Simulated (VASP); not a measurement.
# Zn (P6_3/mmc) in VASP: notebook

Zn is run at these levels: RPBE; tasks: single point.

Everything below comes from runs of VASP 6.6.1. Logs are shortened: lines on timing, memory, paths and dates and some standing lists are left out, and cuts for length are marked.

## Step 1: The cell of the first run

The structure is hexagonal, space group P6_3/mmc (No. 194). Conventional cell: a = 2.584 Å, b = 2.584 Å, c = 9.684 Å, α = 90.00°, β = 90.00°, γ = 120.00°. Within 3.4 Å of Zn (site symmetry -3m) lie 12 Zn at 2.58 to 2.84 Å. Within 3.4 Å of Zn (site symmetry -6m2) lie 12 Zn at 2.58 to 2.84 Å.

## Step 2: Single point, RPBE (14.00 Å³/atom)

Contents of INCAR:

```
PREC = Accurate
ENCUT = 520
EDIFF = 1E-7
ISMEAR = -1
SIGMA = 0.1
LREAL = F
LASPH = T
NELM = 80
ALGO = Normal
ISIF = 2
LWAVE = F
LCHARG = F
GGA = RP
NBANDS = 32
```

Contents of KPOINTS:

```
regular mesh
0
Gamma
  15 15 4
```

Contents of POSCAR:

```
Zn
1.0
    2.5842786461      0.0000000000      0.0000000000
   -1.2921393230      2.2380509580      0.0000000000
    0.0000000000      0.0000000000      9.6837848195
Zn
4
Direct
    1.0000000000      0.0000000000      1.0000000000
    1.0000000000      1.0000000000      0.5000000000
    0.3333333333      0.6666666667      0.2500000000
    0.6666666667      0.3333333333      0.7500000000
```

Potentials or basis: VASP PAW PBE potentials, release 64 (Zn).

On the command line:

```
$ cat potpaw_PBE.64/Zn/POTCAR > POTCAR
$ mpirun -np 1 vasp_std > vasp.out
```

OUTCAR:

```text
PREC = Accurate
   ENCUT = 520
   EDIFF = 1E-7
   ISMEAR = -1
   LREAL = F
   LASPH = T
   NELM = 80
   ISIF = 2
   GGA = RP

 ion  position               nearest neighbor table
   1  0.000  0.000  0.000-   3 2.84   4 2.84   3 2.84   4 2.84   4 2.84   3 2.84
   2  0.000  0.000  0.500-   3 2.84   4 2.84   3 2.84   4 2.84   4 2.84   3 2.84
   3  0.333  0.667  0.250-   1 2.84   2 2.84   1 2.84   2 2.84   1 2.84   2 2.84
   4  0.667  0.333  0.750-   1 2.84   2 2.84   1 2.84   2 2.84   1 2.84   2 2.84

  LATTYP: Found a hexagonal cell.
 ALAT       =     2.5842786461
 C/A-ratio  =     3.7471906654

  Lattice vectors:

 A1 = (   2.5842786461,   0.0000000000,   0.0000000000)
 A2 = (  -1.2921393230,   2.2380509580,   0.0000000000)
 A3 = (   0.0000000000,   0.0000000000,   9.6837848195)

Analysis of symmetry for initial positions (statically):
=====================================================================
 Subroutine PRICEL returns:
 Original cell was already a primitive cell.

 Routine SETGRP: Setting up the symmetry group for a
 hexagonal supercell.

 Subroutine GETGRP returns: Found 24 space group operations
 (whereof 12 operations were pure point group operations)
 out of a pool of 24 trial point group operations.

The static configuration has the point symmetry D_3d.
 The point group associated with its full space group is D_6h.

Analysis of symmetry for dynamics (positions and initial velocities):
=====================================================================
 Subroutine PRICEL returns:
 Original cell was already a primitive cell.

 Routine SETGRP: Setting up the symmetry group for a
 hexagonal supercell.

 Subroutine GETGRP returns: Found 24 space group operations
 (whereof 12 operations were pure point group operations)
 out of a pool of 24 trial point group operations.

The dynamic configuration has the point symmetry D_3d.
 The point group associated with its full space group is D_6h.

 Subroutine INISYM returns: Found 24 space group operations
 (whereof 12 operations are pure point group operations),
 and found     1 'primitive' translations

----------------------------------------------------------------------------------------

                                     Primitive cell

  volume of cell :      56.0086

[... 88 lines left out ...]
   LSORBIT =      F    spin-orbit coupling
   LASPH  =      T    aspherical Exc in radial PAW
   ENCUT  =  520.0 eV  38.22 Ry    6.18 a.u.   4.81  4.81 18.01*2*pi/ulx,y,z
   NELM   =     80;   NELMIN=  2; NELMDL= -5     # of ELM steps
   EDIFF  = 0.1E-06   stopping-criterion for ELM
   LREAL  =      F    real-space projection
   EDIFFG = 0.1E-05   stopping-criterion for IOM
   NSW    =      0    number of steps for IOM
   IBRION =     -1    ionic relax: 0-MD 1-quasi-New 2-CG
   NFREE  =      0    steps in history (QN), initial steepest desc. (CG)
   ISIF   =      2    stress and relaxation
   ISYM   =      2    0-nonsym 1-usesym 2-fastsym
   POTIM  = 0.5000    time-step for ionic-motion
   TEBEG  =    0.0;   TEEND  =   0.0 temperature during run
   PSTRESS=    0.0 pullay stress
   NELECT =      48.0000    total number of electrons
   NUPDOWN=      -1.0000    fix difference up-down
   EMIN   =  10.00;   EMAX   =-10.00  energy-range for DOS
   EFERMI =   0.00;   METHOD = LEGACY
   ISMEAR =    -1;   SIGMA  =   0.10  broadening in eV -4-tet -1-fermi 0-gaus
   EFERMI_NEDOS =   21; number of points for ismear=-14 and -15
   IALGO  =     38    algorithm
   IMIX   =      4    mixing-type and parameters
     AMIX     =   0.40;   BMIX     =  1.00
     AMIX_MAG =   1.60;   BMIX_MAG =  1.00
  volume/ion in A,a.u.               =      14.00        94.49
  Fermi-wavevector in a.u.,A,eV,Ry     =   1.555024  2.938569 32.900243  2.418100
  Thomas-Fermi vector in A             =   2.659025
   LORBIT       =      0    0 simple, 1 ext, 2 COOP (PROOUT), +10 PAW based schemes
   GGA     = RP    functional components
   LHFCALC =     F    Hartree Fock is set to
   AEXX    =    0.0000 exact exchange contribution
   IVDW    =     0    specifies the selected vdW correction
   LEPSILON=     F    determine dielectric tensor
   LRPA    =     F    only Hartree local field effects (RPA)
 non-spin polarized calculation
  energy-cutoff  :      520.00
  volume of cell :       56.01
 maximum number of plane-waves:      1524
 NGX is ok and might be reduce to    20
   NGX =  9   NGY =  9   NGZ = 37

 number of electron      48.0000043 magnetization

 Free energy of the ion-electron system (eV)
  ---------------------------------------------------
  ext. energy  EPLUGINS =         0.00000000
  ---------------------------------------------------
  free energy    TOTEN  =        -2.70766487 eV

  energy without entropy =       -2.68578870  energy(sigma->0) =       -2.69672678

 E-fermi :   3.9419     XC(G=0): -11.8537

 val. band max:        3.8549663804   @ k =   0.4000   0.0000   0.0000
 cond. band min:       4.0045992477   @ k =   0.3333   0.3333   0.0000
 fundamental gap:      0.1496328673
 Fermi energy:         3.9419135767

 k-point     1 :       0.0000    0.0000    0.0000
  band No.  band energies     occupation
      1      -7.2035      2.00000
      2      -5.8440      2.00000
      3      -5.8393      2.00000
      4      -5.1508      2.00000
      5      -4.3189      2.00000
      6      -4.0639      2.00000
[... 829 lines left out ...]
     31       9.6677      0.00000
     32      10.2474      0.00000

 [... further k-points ...]

------------------------ aborting loop because EDIFF is reached ----------------------------------------

  FORCE on cell =-STRESS in cart. coord.  units (eV):
  Direction    XX          YY          ZZ          XY          YZ          ZX
  --------------------------------------------------------------------------------------
  -------------------------------------------------------------------------------------
  Total        4.1964751      4.1964751      3.8013197      0.0000000     -0.0000000      0.0000000
  in kB      120.0440925    120.0440925    108.7403042      0.0000000     -0.0000000      0.0000000
  external PRESSURE =     116.2761630 kB  Pullay stress =       0.0000000 kB

 VOLUME and BASIS-vectors are now :
 -----------------------------------------------------------------------------
  energy-cutoff  :      520.00
  volume of cell :       56.01
      direct lattice vectors                 reciprocal lattice vectors
     2.584278646  0.000000000  0.000000000     0.386955177  0.223408675  0.000000000
    -1.292139323  2.238050958  0.000000000     0.000000000  0.446817351  0.000000000
     0.000000000  0.000000000  9.683784819     0.000000000  0.000000000  0.103265409

 POSITION                                       TOTAL-FORCE (eV/Angst)
 -----------------------------------------------------------------------------------
      0.00000      0.00000      0.00000         0.000000      0.000000     -0.000000
      0.00000      0.00000      4.84189         0.000000      0.000000     -0.000000
     -0.00000      1.49203      2.42095         0.000000      0.000000     -0.000000
      1.29214      0.74602      7.26284        -0.000000     -0.000000      0.000000
 -----------------------------------------------------------------------------------
    total drift:                                0.000000     -0.000000      0.000000

  FREE ENERGIE OF THE ION-ELECTRON SYSTEM (eV)
  ---------------------------------------------------
  free  energy   TOTEN  =        -2.7076648668 eV

  energy  without entropy=       -2.6857886989  energy(sigma->0) =       -2.69672678
```

It took 58 s on 1 thread of Intel Xeon 6975P-C (Granite Rapids), shared host; peak memory 0.24 GiB.

Results:

- Free energy: -2.7077 eV
- Pressure: 11.6 GPa
- Band gap on the k mesh: zero (bands 24 and 25 overlap by 4.85 eV)

Caveat: the cell stands under pressure; the PAW data sets were made with another functional, which shifts forces and pressure a little.

## Step 3: Single point, RPBE (14.64 Å³/atom)

This run uses another cell than the first one, of 14.64 Å³/atom.

Contents of INCAR:

```
  PREC = Accurate
  ENCUT = 520
  EDIFF = 1E-6
  ISMEAR = -1
  SIGMA = 0.1
  LREAL = False
  LASPH = True
  NELM = 80
  ALGO = Normal
  ISIF = 2
  LWAVE = False
  LCHARG = False
  GGA = RP
  NBANDS = 32
```

KPOINTS is that of step 2.

Contents of POSCAR:

```
Zn
1.0
    2.6228556566      0.0000000000      0.0000000000
   -1.3114278283      2.2714596291      0.0000000000
    0.0000000000      0.0000000000      9.8283402331
Zn
4
Direct
    1.0000000000      0.0000000000      1.0000000000
    1.0000000000      1.0000000000      0.5000000000
    0.3333333333      0.6666666667      0.2500000000
    0.6666666667      0.3333333333      0.7500000000
```

Potentials or basis: VASP PAW PBE potentials, release 64 (Zn).

On the command line:

```
$ cat potpaw_PBE.64/Zn/POTCAR > POTCAR
$ mpirun -np 1 vasp_std > vasp.out
```

It took 54 s on 1 thread of Intel Xeon 6975P-C (Granite Rapids), shared host; peak memory 0.24 GiB.

Results (log left out):

```yaml
Free_energy: -2.8532 eV
Pressure: 6.9 GPa
Band_gap_on_the_k_mesh: zero (bands 24 and 25 overlap by 4.85 eV)
```

Stress tensor (GPa, compression positive):
```
6.78 0.00 0.00
0.00 6.78 0.00
0.00 0.00 7.16
```

Levels at points of the mesh, in eV from the Fermi level:
```
           k point  band 20  band 21  band 22  band 23  band 24  band 25  band 26  band 27  band 28  band 29
(0.00, 0.00, 0.00)    -7.31    -7.31    -7.21    -7.21    -3.95    -3.15     4.48     4.48    13.63    17.33
(0.00, 0.00, 0.50)    -7.24    -7.24    -7.24    -6.35    -6.35     0.12     0.12     9.46     9.46    18.53
```

Caveat: the cell stands under pressure; the PAW data sets were made with another functional, which shifts forces and pressure a little.

## Step 4: Single point, RPBE (15.28 Å³/atom)

This run uses another cell than the first one, of 15.28 Å³/atom.

Contents of INCAR:

```
SYSTEM = Zn
PREC     = Accurate       ! precision mode
ENCUT    = 520            ! plane-wave cutoff, eV
EDIFF    = 1E-6           ! SCF threshold, eV
ISMEAR   = -1             ! smearing method
SIGMA    = 0.1            ! smearing width, eV
LREAL    = .False.        ! projectors in reciprocal space
LASPH    = .True.         ! aspherical terms in the spheres
NELM     = 80             ! most SCF steps
ALGO     = Normal         ! electronic algorithm
ISIF     = 2              ! what is computed and relaxed
LWAVE    = .False.        ! write WAVECAR
LCHARG   = .False.        ! write CHGCAR
GGA      = RP             ! functional
NBANDS   = 32             ! bands
```

Contents of KPOINTS:

```
Automatic mesh
0
Gamma
  15 15 4
  0 0 0
```

Contents of POSCAR:

```
Zn
1.0
    2.6603300861      0.0000000000      0.0000000000
   -1.3301650430      2.3039134371      0.0000000000
    0.0000000000      0.0000000000      9.9687640656
Zn
4
Direct
    1.0000000000      0.0000000000      1.0000000000
    1.0000000000      1.0000000000      0.5000000000
    0.3333333333      0.6666666667      0.2500000000
    0.6666666667      0.3333333333      0.7500000000
```

On the command line:

```
$ cat potpaw_PBE.64/Zn/POTCAR > POTCAR
$ mpirun -np 1 vasp_std > vasp.out
```

Wall time 53 s (1 thread of Intel Xeon 6975P-C (Granite Rapids), shared host); peak memory 0.24 GiB.

Results (log left out):

* Free energy: -2.9322 eV
* Pressure: 3.2 GPa
* Band gap on the k mesh: zero (bands 24 and 25 overlap by 4.85 eV)

Stress tensor (GPa, compression positive):
```
2.76 0.00 0.00
0.00 2.76 0.00
0.00 0.00 4.14
```

Levels at points of the mesh, in eV from the Fermi level:
| k point | band 21 | band 22 | band 23 | band 24 | band 25 | band 26 | band 27 | band 28 |
| --- | --- | --- | --- | --- | --- | --- | --- | --- |
| (0.00, 0.00, 0.00) | -7.23 | -7.13 | -7.13 | -3.72 | -3.17 | 4.36 | 4.36 | 13.26 |
| (0.00, 0.00, 0.50) | -7.16 | -7.16 | -6.17 | -6.17 | 0.11 | 0.11 | 9.20 | 9.20 |

Caveat: the cell stands under pressure; the PAW data sets were made with another functional, which shifts forces and pressure a little.

(Continued in part 2 of 2.)
